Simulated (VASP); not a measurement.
# GaGe in VASP: further runs

The runs below take GaGe through single point, with PBEsol.

Everything below comes from runs of VASP 6.6.1. Logs are shortened: lines on timing, memory, paths and dates and some standing lists are left out, and cuts for length are marked.

### 1 The cell of the first run

The structure is cubic, space group F-43m (No. 216). The conventional cell has a = 6.001 Å, b = 6.001 Å, c = 6.001 Å, α = 90.00°, β = 90.00°, γ = 90.00°. Ga (site symmetry -43m) has 4 Ge at 2.60 Å within 3.4 Å. Ge (site symmetry -43m) has 4 Ga at 2.60 Å within 3.4 Å.

### 2 Single point, PBEsol (strained)

The input, INCAR:

```
PREC = Accurate
ENCUT = 520
EDIFF = 1E-6
ISMEAR = 0
SIGMA = 0.1
LREAL = False
LASPH = True
NELM = 80
ALGO = Normal
ISIF = 2
LWAVE = False
LCHARG = True
GGA = PS
LELF = True
LVHAR = True
NBANDS = 20
```

The input, KPOINTS:

```
Automatic mesh
0
Gamma
  12 12 12
```

The input, POSCAR:

```
GaGe
1.0
    0.0000000000      3.0006595051      3.0006595051
    3.0006595051      0.0000000000      3.0006595051
    3.0006595051      3.0006595051      0.0000000000
Ga Ge
1 1
Direct
    0.7500000000      0.7500000000      0.7500000000
    0.0000000000      0.0000000000      0.0000000000
```

Potentials or basis: VASP PAW PBE potentials, release 64 (Ga_d, Ge_d).

Started as:

```sh
$ cat potpaw_PBE.64/Ga_d/POTCAR potpaw_PBE.64/Ge_d/POTCAR > POTCAR
$ mpirun -np 1 vasp_std > vasp.out
```

OUTCAR:

```text
PREC = Accurate
   ENCUT = 520
   EDIFF = 1E-6
   ISMEAR = 0
   LREAL = False
   LASPH = True
   NELM = 80
   ISIF = 2
   GGA = PS

 ion  position               nearest neighbor table
   1  0.750  0.750  0.750-   2 2.60   2 2.60   2 2.60   2 2.60
   2  0.000  0.000  0.000-   1 2.60   1 2.60   1 2.60   1 2.60

  LATTYP: Found a face centered cubic cell.
 ALAT       =     6.0013190102

  Lattice vectors:

 A1 = (   0.0000000000,   3.0006595051,   3.0006595051)
 A2 = (   3.0006595051,   0.0000000000,   3.0006595051)
 A3 = (   3.0006595051,   3.0006595051,   0.0000000000)

Analysis of symmetry for initial positions (statically):
=====================================================================
 Subroutine PRICEL returns:
 Original cell was already a primitive cell.

 Routine SETGRP: Setting up the symmetry group for a
 face centered cubic supercell.

 Subroutine GETGRP returns: Found 24 space group operations
 (whereof 24 operations were pure point group operations)
 out of a pool of 48 trial point group operations.

The static configuration has the point symmetry T_d .

Analysis of symmetry for dynamics (positions and initial velocities):
=====================================================================
 Subroutine PRICEL returns:
 Original cell was already a primitive cell.

 Routine SETGRP: Setting up the symmetry group for a
 face centered cubic supercell.

 Subroutine GETGRP returns: Found 24 space group operations
 (whereof 24 operations were pure point group operations)
 out of a pool of 48 trial point group operations.

The dynamic configuration has the point symmetry T_d .

 Subroutine INISYM returns: Found 24 space group operations
 (whereof 24 operations are pure point group operations),
 and found     1 'primitive' translations

----------------------------------------------------------------------------------------

                                     Primitive cell

  volume of cell :      54.0356

  direct lattice vectors                    reciprocal lattice vectors
     0.000000000  3.000659505  3.000659505    -0.166630036  0.166630036  0.166630036
     3.000659505  0.000000000  3.000659505     0.166630036 -0.166630036  0.166630036
     3.000659505  3.000659505  0.000000000     0.166630036  0.166630036 -0.166630036

  length of vectors
     4.243573368  4.243573368  4.243573368     0.288611688  0.288611688  0.288611688

  position of ions in fractional coordinates (direct lattice)
     0.750000000  0.750000000  0.750000000
     0.000000000  0.000000000  0.000000000

  ion indices of the primitive-cell ions
   primitive index   ion index
                 1           1
                 2           2

----------------------------------------------------------------------------------------

 KPOINTS: Automatic mesh

Automatic generation of k-mesh.
 Grid dimensions read from file:
 generate k-points for:   12   12   12

 Generating k-lattice:

  Cartesian coordinates                     Fractional coordinates (reciprocal lattice)
    -0.013885836  0.013885836  0.013885836     0.083333333  0.000000000  0.000000000
     0.013885836 -0.013885836  0.013885836     0.000000000  0.083333333  0.000000000
     0.013885836  0.013885836 -0.013885836     0.000000000  0.000000000  0.083333333

  Length of vectors
     0.024050974  0.024050974  0.024050974

  Shift w.r.t. Gamma in fractional coordinates (k-lattice)
     0.000000000  0.000000000  0.000000000

 Subroutine IBZKPT returns following result:
 ===========================================

 Found     72 irreducible k-points:

 Following reciprocal coordinates:
            Coordinates               Weight
  0.000000  0.000000  0.000000      1.000000
  0.083333  0.000000  0.000000      8.000000
  0.166667  0.000000  0.000000      8.000000
  0.250000  0.000000  0.000000      8.000000
  0.333333  0.000000  0.000000      8.000000
  0.416667  0.000000  0.000000      8.000000
[... 16 lines left out ...]
  0.500000  0.166667  0.000000     24.000000
 -0.416667  0.166667  0.000000     24.000000
 [... further k-points ...]
   k-points           NKPTS =     72   k-points in BZ     NKDIM =     72   number of bands    NBANDS=     20
   number of dos      NEDOS =    301   number of ions     NIONS =      2
   total plane-waves  NPLWV =  32768
   dimension x,y,z NGX =    32 NGY =   32 NGZ =   32
   dimension x,y,z NGXF=    64 NGYF=   64 NGZF=   64
   ions per type =               1   1
   NGX,Y,Z   is equivalent  to a cutoff of  12.54, 12.54, 12.54 a.u.
   NGXF,Y,Z  is equivalent  to a cutoff of  25.07, 25.07, 25.07 a.u.
 SYSTEM =  unknown system
   PREC   = accura    normal or accurate (medium, high low for compatibility)
   ISTART =      0    job   : 0-new  1-cont  2-samecut
   ICHARG =      2    charge: 1-file 2-atom 10-const
   ISPIN  =      1    spin polarized calculation?
   LNONCOLLINEAR =      F non collinear calculations
   LSORBIT =      F    spin-orbit coupling
   LASPH  =      T    aspherical Exc in radial PAW
   ENCUT  =  520.0 eV  38.22 Ry    6.18 a.u.   7.89  7.89  7.89*2*pi/ulx,y,z
   NELM   =     80;   NELMIN=  2; NELMDL= -5     # of ELM steps
   EDIFF  = 0.1E-05   stopping-criterion for ELM
   LREAL  =      F    real-space projection
   EDIFFG = 0.1E-04   stopping-criterion for IOM
   NSW    =      0    number of steps for IOM
   IBRION =     -1    ionic relax: 0-MD 1-quasi-New 2-CG
   NFREE  =      0    steps in history (QN), initial steepest desc. (CG)
   ISIF   =      2    stress and relaxation
   ISYM   =      2    0-nonsym 1-usesym 2-fastsym
   POTIM  = 0.5000    time-step for ionic-motion
   TEBEG  =    0.0;   TEEND  =   0.0 temperature during run
   PSTRESS=    0.0 pullay stress
   NELECT =      27.0000    total number of electrons
   NUPDOWN=      -1.0000    fix difference up-down
   EMIN   =  10.00;   EMAX   =-10.00  energy-range for DOS
   EFERMI =   0.00;   METHOD = LEGACY
   ISMEAR =     0;   SIGMA  =   0.10  broadening in eV -4-tet -1-fermi 0-gaus
   EFERMI_NEDOS =   21; number of points for ismear=-14 and -15
   IALGO  =     38    algorithm
   IMIX   =      4    mixing-type and parameters
     AMIX     =   0.40;   BMIX     =  1.00
     AMIX_MAG =   1.60;   BMIX_MAG =  1.00
  volume/ion in A,a.u.               =      27.02       182.33
  Fermi-wavevector in a.u.,A,eV,Ry     =   1.299080  2.454906 22.961327  1.687610
  Thomas-Fermi vector in A             =   2.430367
   LORBIT       =      0    0 simple, 1 ext, 2 COOP (PROOUT), +10 PAW based schemes
   GGA     = PS    functional components
   LHFCALC =     F    Hartree Fock is set to
   AEXX    =    0.0000 exact exchange contribution
   IVDW    =     0    specifies the selected vdW correction
   LEPSILON=     F    determine dielectric tensor
   LRPA    =     F    only Hartree local field effects (RPA)
 non-spin polarized calculation
 Gauss-broadening in eV      SIGMA  =   0.10
  energy-cutoff  :      520.00
  volume of cell :       54.04
 maximum number of plane-waves:      1475
   NGX = 15   NGY = 15   NGZ = 15

 number of electron      27.0000021 magnetization

 Free energy of the ion-electron system (eV)
  ---------------------------------------------------
  ext. energy  EPLUGINS =         0.00000000
  ---------------------------------------------------
  free energy    TOTEN  =        -7.74134918 eV

  energy without entropy =       -7.73348767  energy(sigma->0) =       -7.73741842

 E-fermi :   2.1773     XC(G=0):  -9.2709

 val. band max:        2.1250559996   @ k =   0.3333   0.1667   0.0000
 cond. band min:       2.1810513936   @ k =   0.0833   0.0000   0.0000
 fundamental gap:      0.0559953940
 Fermi energy:         2.1773134767

 k-point     1 :       0.0000    0.0000    0.0000
  band No.  band energies     occupation
      1     -21.7231      2.00000
      2     -21.7231      2.00000
      3     -21.7231      2.00000
      4     -21.7091      2.00000
      5     -21.7091      2.00000
      6     -12.0670      2.00000
[... 12 lines left out ...]
     19       9.3055      0.00000
     20      12.4886      0.00000

 k-point     2 :       0.0833    0.0000    0.0000
  band No.  band energies     occupation
      1     -21.7231      2.00000
      2     -21.7230      2.00000
      3     -21.7230      2.00000
      4     -21.7091      2.00000
      5     -21.7091      2.00000
      6     -12.0682      2.00000
[... 12 lines left out ...]
     19       9.7580      0.00000
     20      11.9163      0.00000

 k-point     3 :       0.1667    0.0000    0.0000
  band No.  band energies     occupation
      1     -21.7231      2.00000
      2     -21.7227      2.00000
      3     -21.7227      2.00000
      4     -21.7090      2.00000
      5     -21.7090      2.00000
      6     -12.0714      2.00000
[... 12 lines left out ...]
     19      10.6615      0.00000
     20      11.3941      0.00000

 k-point     4 :       0.2500    0.0000    0.0000
  band No.  band energies     occupation
      1     -21.7231      2.00000
      2     -21.7223      2.00000
      3     -21.7223      2.00000
      4     -21.7089      2.00000
      5     -21.7089      2.00000
      6     -12.0759      2.00000
[... 12 lines left out ...]
     19      10.8483      0.00000
     20      11.3663      0.00000

 k-point     5 :       0.3333    0.0000    0.0000
  band No.  band energies     occupation
      1     -21.7230      2.00000
      2     -21.7219      2.00000
      3     -21.7219      2.00000
      4     -21.7087      2.00000
      5     -21.7087      2.00000
      6     -12.0804      2.00000
[... 12 lines left out ...]
     19      10.6522      0.00000
     20      11.9284      0.00000

 k-point     6 :       0.4167    0.0000    0.0000
  band No.  band energies     occupation
      1     -21.7230      2.00000
      2     -21.7216      2.00000
      3     -21.7216      2.00000
      4     -21.7086      2.00000
      5     -21.7086      2.00000
      6     -12.0838      2.00000
[... 12 lines left out ...]
     19      11.5551      0.00000
     20      12.9446      0.00000

 k-point     7 :       0.5000    0.0000    0.0000
  band No.  band energies     occupation
      1     -21.7230      2.00000
      2     -21.7215      2.00000
      3     -21.7215      2.00000
      4     -21.7085      2.00000
      5     -21.7085      2.00000
      6     -12.0850      2.00000
[... 12 lines left out ...]
     19      12.6124      0.00000
     20      13.7695      0.00000
[... 277 lines left out ...]
 k-point    20 :       0.2500    0.1667    0.0000
  band No.  band energies     occupation
      1     -21.7238      2.00000
      2     -21.7218      2.00000
      3     -21.7218      2.00000
      4     -21.7095      2.00000
      5     -21.7083      2.00000
      6     -12.0802      2.00000
[... 12 lines left out ...]
     19      10.0798      0.00000
     20      12.0429      0.00000

 k-point    21 :       0.3333    0.1667    0.0000
  band No.  band energies     occupation
      1     -21.7237      2.00000
      2     -21.7215      2.00000
      3     -21.7213      2.00000
      4     -21.7094      2.00000
      5     -21.7082      2.00000
      6     -12.0837      2.00000
[... 12 lines left out ...]
     19      11.1513      0.00000
     20      12.4815      0.00000

 k-point    22 :       0.4167    0.1667    0.0000
  band No.  band energies     occupation
      1     -21.7234      2.00000
      2     -21.7214      2.00000
      3     -21.7210      2.00000
      4     -21.7092      2.00000
      5     -21.7081      2.00000
      6     -12.0862      2.00000
[... 12 lines left out ...]
     19      12.0323      0.00000
     20      12.8542      0.00000

 k-point    23 :       0.5000    0.1667    0.0000
  band No.  band energies     occupation
      1     -21.7231      2.00000
      2     -21.7214      2.00000
      3     -21.7209      2.00000
      4     -21.7090      2.00000
      5     -21.7082      2.00000
      6     -12.0873      2.00000
[... 12 lines left out ...]
     19      11.9542      0.00000
     20      13.3909      0.00000

 k-point    24 :      -0.4167    0.1667    0.0000
  band No.  band energies     occupation
      1     -21.7228      2.00000
      2     -21.7215      2.00000
      3     -21.7210      2.00000
      4     -21.7088      2.00000
      5     -21.7084      2.00000
      6     -12.0869      2.00000
[... 12 lines left out ...]
     19      11.5254      0.00000
     20      12.5441      0.00000

 [... further k-points ...]

------------------------ aborting loop because EDIFF is reached ----------------------------------------

  FORCE on cell =-STRESS in cart. coord.  units (eV):
  Direction    XX          YY          ZZ          XY          YZ          ZX
  --------------------------------------------------------------------------------------
  -------------------------------------------------------------------------------------
  Total       -2.0237504     -2.0237504     -2.0237504      0.0000000      0.0000000     -0.0000000
  in kB      -60.0049920    -60.0049920    -60.0049920      0.0000000      0.0000000     -0.0000000
  external PRESSURE =     -60.0049920 kB  Pullay stress =       0.0000000 kB

 VOLUME and BASIS-vectors are now :
 -----------------------------------------------------------------------------
  energy-cutoff  :      520.00
  volume of cell :       54.04
      direct lattice vectors                 reciprocal lattice vectors
     0.000000000  3.000659505  3.000659505    -0.166630036  0.166630036  0.166630036
     3.000659505  0.000000000  3.000659505     0.166630036 -0.166630036  0.166630036
     3.000659505  3.000659505  0.000000000     0.166630036  0.166630036 -0.166630036

 POSITION                                       TOTAL-FORCE (eV/Angst)
 -----------------------------------------------------------------------------------
      4.50099      4.50099      4.50099         0.000000      0.000000      0.000000
      0.00000      0.00000      0.00000        -0.000000     -0.000000     -0.000000
 -----------------------------------------------------------------------------------
    total drift:                                0.000001      0.000001      0.000001

  FREE ENERGIE OF THE ION-ELECTRON SYSTEM (eV)
  ---------------------------------------------------
  free  energy   TOTEN  =        -7.7413491789 eV

  energy  without entropy=       -7.7334876683  energy(sigma->0) =       -7.73741842
```

Run time: 61 s. Hardware: 1 thread of Intel Xeon 8259CL, shared host; peak memory 0.22 GiB.

What came out:

```yaml
Free_energy: -7.7413 eV
Pressure: -6.0 GPa
Band_gap_on_the_k_mesh: zero (an odd number of electrons rules out a gap without spin polarisation)
```

Caveat: the cell differs from its parent crystal (strained); the cell stands under tension; the PAW data sets were made with another functional, which shifts forces and pressure a little.

### 3 Single point, PBEsol (one atom moved)

The input, INCAR:

```
SYSTEM = GaGe
PREC = Accurate ; ENCUT = 520
EDIFF = 1E-6 ; ISMEAR = 0
SIGMA = 0.1 ; LREAL = .FALSE.
LASPH = .TRUE. ; NELM = 80
ALGO = Normal ; ISIF = 2
LWAVE = .FALSE. ; LCHARG = .FALSE.
GGA = PS ; NBANDS = 20
```

The input, KPOINTS:

```
Automatic mesh
0
G
  12 12 12
  0 0 0
```

The input, POSCAR:

```
GaGe
1.0
    0.0000000000      2.8978440000      2.8978440000
    2.8978440000      0.0000000000      2.8978440000
    2.8978440000      2.8978440000      0.0000000000
Ga Ge
1 1
Direct
    0.7500000000      0.7500000000      0.7500000000
   -0.0154218101      0.0259020154     -0.0045792665
```

Potentials or basis: VASP PAW PBE potentials, release 64 (Ga_d, Ge_d).

Started as:

```sh
$ cat potpaw_PBE.64/Ga_d/POTCAR potpaw_PBE.64/Ge_d/POTCAR > POTCAR
$ mpirun -np 1 vasp_std > vasp.out
```

It took 14 min on 1 thread of Intel Xeon 8259CL, shared host; peak memory 0.88 GiB.

The run converged. Its results:

```yaml
Free_energy: -7.8736 eV
Pressure: -2.4 GPa
Largest_force: 0.451 eV/Å
Band_gap_on_the_k_mesh: zero (an odd number of electrons rules out a gap without spin polarisation)
```

Forces on the atoms (eV/Å):
```
Ga   0.296 -0.281  0.191
Ge  -0.296  0.281 -0.191
```

Stress tensor (GPa, compression positive):
```
-2.41 -0.99  1.56
-0.99 -2.40 -1.65
 1.56 -1.65 -2.38
```

Levels at points of the mesh, in eV from the Fermi level:
```csv
k point,band 11,band 12,band 13,band 14,band 15,band 16,band 17,band 18
"(0.00, 0.00, 0.00)",-10.52,1.41,1.82,1.94,2.06,4.21,4.30,4.66
"(0.50, 0.00, 0.00)",-8.62,-5.19,0.24,0.57,1.95,5.06,5.56,8.05
"(0.00, 0.50, 0.00)",-8.43,-5.64,0.38,0.49,2.22,5.36,5.52,8.18
"(0.00, 0.00, 0.50)",-8.58,-5.30,0.22,0.62,2.02,5.04,5.64,8.08
"(0.50, 0.50, 0.50)",-8.58,-5.29,0.22,0.61,2.01,5.04,5.63,8.08
"(0.50, 0.50, 0.00)",-7.50,-5.79,-1.24,-1.20,2.25,2.43,10.97,11.12
"(0.00, 0.50, 0.50)",-7.51,-5.78,-1.28,-1.17,2.20,2.48,10.91,11.19
"(0.50, 0.00, 0.50)",-7.51,-5.78,-1.27,-1.17,2.21,2.47,10.92,11.18
```

Caveat: the cell differs from its parent crystal (one atom moved); the PAW data sets were made with another functional, which shifts forces and pressure a little.

The gap in the log of VASP goes by the Fermi energy; the results here count the filled bands.